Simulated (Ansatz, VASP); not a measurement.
# Re in VASP and in Ansatz

File INCAR:

```
  ALGO = Normal
  EDIFF = 1E-7
  ENCUT = 520
  GGA = CA
  ISIF = 2
  ISMEAR = -1
  LASPH = T
  LCHARG = F
  LREAL = F
  LWAVE = F
  NBANDS = 10
  NELM = 80
  PREC = Accurate
  SIGMA = 0.03
```

Contents of KPOINTS:

```
k-points
0
Gamma
  14 14 14
```

Contents of POSCAR:

```
Re
1.0
    0.0000000000      1.9880798514      1.9880798514
    1.9880798514      0.0000000000      1.9880798514
    1.9880798514      1.9880798514      0.0000000000
Re
1
Direct
    0.0000000000      0.0000000000      0.0000000000
```

Input for Ansatz:

```yaml
crystal:
  lattice:
    - [0.0, 1.9880798514, 1.9880798514]
    - [1.9880798514, 0.0, 1.9880798514]
    - [1.9880798514, 1.9880798514, 0.0]
  atoms:
    - { symbol: Re, position: [0.0, 0.0, 0.0] }
kpoints:
  mp_grid: { grid: [14, 14, 14] }
  band_path:
    path:
      - [0.0, 0.0, 0.0]
      - [0.5, 0.0, 0.5]
      - [0.625, 0.25, 0.625]
      - [0.375, 0.375, 0.75]
      - [0.0, 0.0, 0.0]
      - [0.5, 0.5, 0.5]
      - [0.5, 0.25, 0.75]
      - [0.5, 0.0, 0.5]
    npoints: 5
scf:
  occupations: { method: fermi_dirac, width: 0.03 }
hamiltonian:
  xc: lda
  pseudopotentials: { kind: all_electron, lapw: { basis_error: 0.001 } }
output:
  forces: true
  stress: true
  eigenvalues: true
```

Change from the starting cell: volume scaled by 1.02.

Alike in both runs: task single point; functional LDA; k mesh 14 × 14 × 14; occupations fermi-dirac, width 0.03 eV; no spin polarisation.

```csv
,VASP,Ansatz
version,VASP 6.6.1,Ansatz 0.2.0
potentials or method,"VASP PAW LDA potentials, release 64 (Re), cutoff 520 eV","all-electron LAPW, scalar-relativistic"
```

|  | VASP | Ansatz | Ansatz less VASP |
| --- | --- | --- | --- |
| pressure (GPa) | -28.9 | -29.3 | -0.41 |

LDA's correlation is that of Perdew and Zunger in VASP and of Perdew and Wang (1992) in Ansatz. Both programs put the cell under strong tension, so it lies far from rest at this level. Ansatz ran all-electron here, and VASP with PAW potentials.

Neither program's run includes spin-orbit coupling.
